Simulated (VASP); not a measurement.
# WS2 in VASP: single point with PBE+D3(BJ)

Aim: the single point of WS2 with PBE+D3(BJ).

All numbers are computed with VASP 6.6.1; they aren't measurements. Logs are shortened: lines on timing, memory, paths and dates and some standing lists are left out, and cuts for length are marked.

**1. The cell of the first run**

The cell holds a slab with vacuum, 6 atoms: a = 3.160 Å, b = 3.160 Å, c = 23.804 Å, α = 90.00°, β = 90.00°, γ = 120.00°.

**2. Single point, PBE+D3(BJ) (layers slid over each other)**

Input file INCAR:

```
SYSTEM = WS2
  PREC = Accurate
  ENCUT = 520
  EDIFF = 1E-6
  ISMEAR = 0
  SIGMA = 0.05
  LREAL = .False.
  LASPH = .True.
  NELM = 60
  ALGO = Normal
  ISIF = 2
  LWAVE = .False.
  LCHARG = .True.
  LDIPOL = .True.
  IDIPOL = 3
  DIPOL = 0.5 0.5 0.391
  GGA = PE
  IVDW = 12
  LELF = .True.
  LVHAR = .True.
  LVACPOTAV = .True.
  NBANDS = 35
```

Input file KPOINTS:

```
Automatic mesh
0
Gamma
  9 9 1
  0 0 0
```

Input file POSCAR:

```
WS2
1.0
    3.1595457497      0.0000000000      0.0000000000
   -1.5797728749      2.7362468836      0.0000000000
    0.0000000000      0.0000000000     23.8042575719
S W
4 2
Direct
    0.3333333333      0.6666666667      0.1890418126
    0.3333333333      0.6666666667      0.3214605103
    0.5000000000      1.0000000000      0.4596710800
    0.5000000000      1.0000000000      0.5920897776
    0.6666666667      0.3333333333      0.2552511581
    0.8333333333      0.6666666667      0.5258804254
```

Potentials or basis: VASP PAW PBE potentials, release 64 (S, W_sv).

Started as:

```console
$ cat potpaw_PBE.64/S/POTCAR potpaw_PBE.64/W_sv/POTCAR > POTCAR
$ mpirun -np 1 vasp_std > vasp.out
```

OUTCAR:

```text
SYSTEM = WS2
   PREC = Accurate
   ENCUT = 520
   EDIFF = 1E-6
   ISMEAR = 0
   LREAL = .False.
   LASPH = .True.
   NELM = 60
   ISIF = 2
   GGA = PE
   IVDW = 12
 IVDW          = 12

 ion  position               nearest neighbor table
   1  0.333  0.667  0.189-   5 2.41   5 2.41   5 2.41
   2  0.333  0.667  0.321-   5 2.41   5 2.41   5 2.41
   3  0.500  0.000  0.460-   6 2.41   6 2.41   6 2.41
   4  0.500  0.000  0.592-   6 2.41   6 2.41   6 2.41
   5  0.667  0.333  0.255-   1 2.41   1 2.41   1 2.41   2 2.41   2 2.41   2 2.41
   6  0.833  0.667  0.526-   3 2.41   3 2.41   3 2.41   4 2.41   4 2.41   4 2.41

  LATTYP: Found a hexagonal cell.
 ALAT       =     3.1595457497
 C/A-ratio  =     7.5340759266

  Lattice vectors:

 A1 = (   3.1595457497,   0.0000000000,   0.0000000000)
 A2 = (  -1.5797728749,   2.7362468836,   0.0000000000)
 A3 = (   0.0000000000,   0.0000000000,  23.8042575719)

Analysis of symmetry for initial positions (statically):
=====================================================================
 Subroutine PRICEL returns:
 Original cell was already a primitive cell.

 Routine SETGRP: Setting up the symmetry group for a
 hexagonal supercell.

 Subroutine GETGRP returns: Found  2 space group operations
 (whereof  2 operations were pure point group operations)
 out of a pool of 24 trial point group operations.

The static configuration has the point symmetry C_1h.

Analysis of symmetry for dynamics (positions and initial velocities):
=====================================================================
 Subroutine PRICEL returns:
 Original cell was already a primitive cell.

 Routine SETGRP: Setting up the symmetry group for a
 hexagonal supercell.

 Subroutine GETGRP returns: Found  2 space group operations
 (whereof  2 operations were pure point group operations)
 out of a pool of 24 trial point group operations.

The dynamic configuration has the point symmetry C_1h.

 Subroutine INISYM returns: Found  2 space group operations
 (whereof  2 operations are pure point group operations),
 and found     1 'primitive' translations

----------------------------------------------------------------------------------------

                                     Primitive cell

  volume of cell :     205.7949

  direct lattice vectors                    reciprocal lattice vectors
     3.159545750  0.000000000  0.000000000     0.316501193  0.182732049  0.000000000
    -1.579772875  2.736246884  0.000000000     0.000000000  0.365464098  0.000000000
     0.000000000  0.000000000 23.804257572     0.000000000  0.000000000  0.042009292

  length of vectors
     3.159545750  3.159545750 23.804257572     0.365464098  0.365464098  0.042009292

  position of ions in fractional coordinates (direct lattice)
     0.333333333  0.666666667  0.189041813
     0.333333333  0.666666667  0.321460510
     0.500000000  0.000000000  0.459671080
     0.500000000  0.000000000  0.592089778
     0.666666667  0.333333333  0.255251158
     0.833333333  0.666666667  0.525880425

  ion indices of the primitive-cell ions
   primitive index   ion index
                 1           1
                 2           2
                 3           3
                 4           4
                 5           5
                 6           6

----------------------------------------------------------------------------------------

 KPOINTS: Automatic mesh

Automatic generation of k-mesh.
 Grid dimensions read from file:
 generate k-points for:    9    9    1

 Generating k-lattice:

  Cartesian coordinates                     Fractional coordinates (reciprocal lattice)
     0.035166799  0.020303561  0.000000000     0.111111111 -0.000000000  0.000000000
     0.000000000  0.040607122  0.000000000     0.000000000  0.111111111  0.000000000
     0.000000000  0.000000000  0.042009292     0.000000000  0.000000000  1.000000000

  Length of vectors
     0.040607122  0.040607122  0.042009292

  Shift w.r.t. Gamma in fractional coordinates (k-lattice)
     0.000000000  0.000000000  0.000000000

 Subroutine IBZKPT returns following result:
 ===========================================

 Found     25 irreducible k-points:

 Following reciprocal coordinates:
            Coordinates               Weight
  0.000000  0.000000  0.000000      1.000000
  0.111111 -0.000000  0.000000      4.000000
  0.000000  0.111111  0.000000      2.000000
  0.222222  0.000000  0.000000      4.000000
  0.000000  0.222222  0.000000      2.000000
  0.333333 -0.000000  0.000000      4.000000
[... 16 lines left out ...]
 -0.222222 -0.444444  0.000000      4.000000
  0.444444  0.333333  0.000000      4.000000
   k-points           NKPTS =     25   k-points in BZ     NKDIM =     25   number of bands    NBANDS=     35
   number of dos      NEDOS =    301   number of ions     NIONS =      6
   total plane-waves  NPLWV = 103680
   dimension x,y,z NGX =    24 NGY =   24 NGZ =  180
   dimension x,y,z NGXF=    48 NGYF=   48 NGZF=  360
   ions per type =               4   2
   NGX,Y,Z   is equivalent  to a cutoff of  12.63, 12.63, 12.57 a.u.
   NGXF,Y,Z  is equivalent  to a cutoff of  25.26, 25.26, 25.14 a.u.
 SYSTEM =  WS2
   PREC   = accura    normal or accurate (medium, high low for compatibility)
   ISTART =      0    job   : 0-new  1-cont  2-samecut
   ICHARG =      2    charge: 1-file 2-atom 10-const
   ISPIN  =      1    spin polarized calculation?
   LNONCOLLINEAR =      F non collinear calculations
   LSORBIT =      F    spin-orbit coupling
   LASPH  =      T    aspherical Exc in radial PAW
   ENCUT  =  520.0 eV  38.22 Ry    6.18 a.u.   5.87  5.87 44.26*2*pi/ulx,y,z
   NELM   =     60;   NELMIN=  2; NELMDL= -5     # of ELM steps
   EDIFF  = 0.1E-05   stopping-criterion for ELM
   LREAL  =      F    real-space projection
[... 7 lines left out ...]
   TEBEG  =    0.0;   TEEND  =   0.0 temperature during run
   PSTRESS=    0.0 pullay stress
   NELECT =      52.0000    total number of electrons
   NUPDOWN=      -1.0000    fix difference up-down
   EMIN   =  10.00;   EMAX   =-10.00  energy-range for DOS
   EFERMI =   0.00;   METHOD = LEGACY
   ISMEAR =     0;   SIGMA  =   0.05  broadening in eV -4-tet -1-fermi 0-gaus
   EFERMI_NEDOS =   21; number of points for ismear=-14 and -15
   IALGO  =     38    algorithm
   IMIX   =      4    mixing-type and parameters
     AMIX     =   0.40;   BMIX     =  1.00
     AMIX_MAG =   1.60;   BMIX_MAG =  1.00
  volume/ion in A,a.u.               =      34.30       231.46
  Fermi-wavevector in a.u.,A,eV,Ry     =   1.034978  1.955825 14.574279  1.071179
  Thomas-Fermi vector in A             =   2.169299
   LORBIT       =      0    0 simple, 1 ext, 2 COOP (PROOUT), +10 PAW based schemes
   GGA     = PE    functional components
   LHFCALC =     F    Hartree Fock is set to
   AEXX    =    0.0000 exact exchange contribution
   IVDW    =    12    specifies the selected vdW correction
   LEPSILON=     F    determine dielectric tensor
   LRPA    =     F    only Hartree local field effects (RPA)
 non-spin polarized calculation
 Gauss-broadening in eV      SIGMA  =   0.05
  energy-cutoff  :      520.00
  volume of cell :      205.79
 maximum number of plane-waves:      5566
   NGX = 11   NGY = 11   NGZ = 89

 dipolmoment           0.000000      0.000000     -0.000002 electrons x Angstroem

 number of electron      51.9999994 magnetization

 dipolmoment           0.000000      0.000000      0.000560 electrons x Angstroem

 Free energy of the ion-electron system (eV)
  ---------------------------------------------------
  ext. energy  EPLUGINS =         0.00000000
  ---------------------------------------------------
  free energy    TOTEN  =       -47.28051261 eV

  energy without entropy =      -47.28051261  energy(sigma->0) =      -47.28051261

 E-fermi :   1.3022     XC(G=0):  -6.1399

 val. band max:        1.0699475228   @ k =   0.0000   0.0000   0.0000
 cond. band min:       2.7221335850   @ k =  -0.3333   0.2222   0.0000
 fundamental gap:      1.6521860622
 Fermi energy:         1.3022184280

 k-point     1 :       0.0000    0.0000    0.0000
  band No.  band energies     occupation
      1     -73.1968      2.00000
      2     -73.1855      2.00000
      3     -37.4499      2.00000
      4     -37.4386      2.00000
      5     -37.2742      2.00000
      6     -37.2735      2.00000
[... 27 lines left out ...]
     34       3.8992      0.00000
     35       5.8684      0.00000

 k-point     2 :       0.1111   -0.0000    0.0000
  band No.  band energies     occupation
      1     -73.1946      2.00000
      2     -73.1833      2.00000
      3     -37.4422      2.00000
      4     -37.4309      2.00000
      5     -37.3165      2.00000
      6     -37.3055      2.00000
[... 27 lines left out ...]
     34       4.1148      0.00000
     35       6.2289      0.00000

 k-point     3 :       0.0000    0.1111    0.0000
  band No.  band energies     occupation
      1     -73.1946      2.00000
      2     -73.1833      2.00000
      3     -37.4422      2.00000
      4     -37.4309      2.00000
      5     -37.3169      2.00000
      6     -37.3052      2.00000
[... 27 lines left out ...]
     34       4.1291      0.00000
     35       6.2294      0.00000

 k-point     4 :       0.2222    0.0000    0.0000
  band No.  band energies     occupation
      1     -73.1891      2.00000
      2     -73.1779      2.00000
      3     -37.4235      2.00000
      4     -37.4225      2.00000
      5     -37.4128      2.00000
      6     -37.4110      2.00000
[... 27 lines left out ...]
     34       4.8069      0.00000
     35       6.9341      0.00000

 k-point     5 :       0.0000    0.2222    0.0000
  band No.  band energies     occupation
      1     -73.1891      2.00000
      2     -73.1779      2.00000
      3     -37.4242      2.00000
      4     -37.4223      2.00000
      5     -37.4132      2.00000
      6     -37.4102      2.00000
[... 638 lines left out ...]
 k-point    22 :       0.3333    0.2222    0.0000
  band No.  band energies     occupation
      1     -73.1770      2.00000
      2     -73.1658      2.00000
      3     -37.5769      2.00000
      4     -37.5657      2.00000
      5     -37.4422      2.00000
      6     -37.4310      2.00000
[... 27 lines left out ...]
     34       6.1591      0.00000
     35       6.8407      0.00000

 k-point    23 :      -0.2222   -0.4444    0.0000
  band No.  band energies     occupation
      1     -73.1770      2.00000
      2     -73.1658      2.00000
      3     -37.5772      2.00000
      4     -37.5655      2.00000
      5     -37.4419      2.00000
      6     -37.4312      2.00000
[... 27 lines left out ...]
     34       6.1159      0.00000
     35       6.9554      0.00000

 k-point    24 :       0.4444    0.3333    0.0000
  band No.  band energies     occupation
      1     -73.1770      2.00000
      2     -73.1658      2.00000
      3     -37.5767      2.00000
      4     -37.5659      2.00000
      5     -37.4425      2.00000
      6     -37.4308      2.00000
[... 27 lines left out ...]
     34       6.1611      0.00000
     35       6.8315      0.00000

 [... further k-points ...]

------------------------ aborting loop because EDIFF is reached ----------------------------------------

 Edisp (eV)   -2.14175

 E8    (eV) :    -0.9297

  FORCE on cell =-STRESS in cart. coord.  units (eV):
  Direction    XX          YY          ZZ          XY          YZ          ZX
  --------------------------------------------------------------------------------------
  -------------------------------------------------------------------------------------
  Total      -0.25812    -0.18029    -0.23180     0.00000     0.26645    -0.00000
  in kB      -2.00955    -1.40363    -1.80466     0.00000     2.07437    -0.00000
  external pressure =       -1.74 kB  Pullay stress =        0.00 kB

 VOLUME and BASIS-vectors are now :
 -----------------------------------------------------------------------------
  energy-cutoff  :      520.00
  volume of cell :      205.79
      direct lattice vectors                 reciprocal lattice vectors
     3.159545750  0.000000000  0.000000000     0.316501193  0.182732049  0.000000000
    -1.579772875  2.736246884  0.000000000     0.000000000  0.365464098  0.000000000
     0.000000000  0.000000000 23.804257572     0.000000000  0.000000000  0.042009292

 POSITION                                       TOTAL-FORCE (eV/Angst)
 -----------------------------------------------------------------------------------
     -0.00000      1.82416      4.50000        -0.000000      0.001686      0.004129
     -0.00000      1.82416      7.65213         0.000000     -0.060398     -0.038338
      1.57977      0.00000     10.94213        -0.000000      0.058719      0.040165
      1.57977      0.00000     14.09426        -0.000000      0.000667     -0.003385
      1.57977      0.91208      6.07606         0.000000     -0.011922      0.036927
      1.57977      1.82416     12.51819        -0.000000      0.011248     -0.039498
 -----------------------------------------------------------------------------------
    total drift:                                0.000000     -0.000057     -0.000008

  FREE ENERGIE OF THE ION-ELECTRON SYSTEM (eV)
  ---------------------------------------------------
  free  energy   TOTEN  =       -49.4222660548 eV

  energy  without entropy=      -49.4222660548  energy(sigma->0) =      -49.42226605

 vacuum level on the upper side and lower side of the slab         6.478         6.467
```

Run time: 2.7 min. Hardware: 1 thread of AMD EPYC 9R45 (Zen 5), shared host; peak memory 0.37 GiB.

What came out:

| Property | Result |
| --- | --- |
| Free energy | -49.4223 eV |
| Largest force | 0.072 eV/Å |
| Band gap on the k mesh | 1.65 eV (least direct gap 1.90 eV) |
| Dispersion energy per atom | -0.357 eV |

Forces on the atoms (eV/Å):
```
S    0.000  0.002  0.004
S    0.000 -0.060 -0.038
S    0.000  0.059  0.040
S    0.000  0.001 -0.003
W    0.000 -0.012  0.037
W    0.000  0.011 -0.039
```

Caveat: the cell differs from its parent crystal (layers slid over each other); spin-orbit coupling is left out, which moves the levels of the heavy elements.
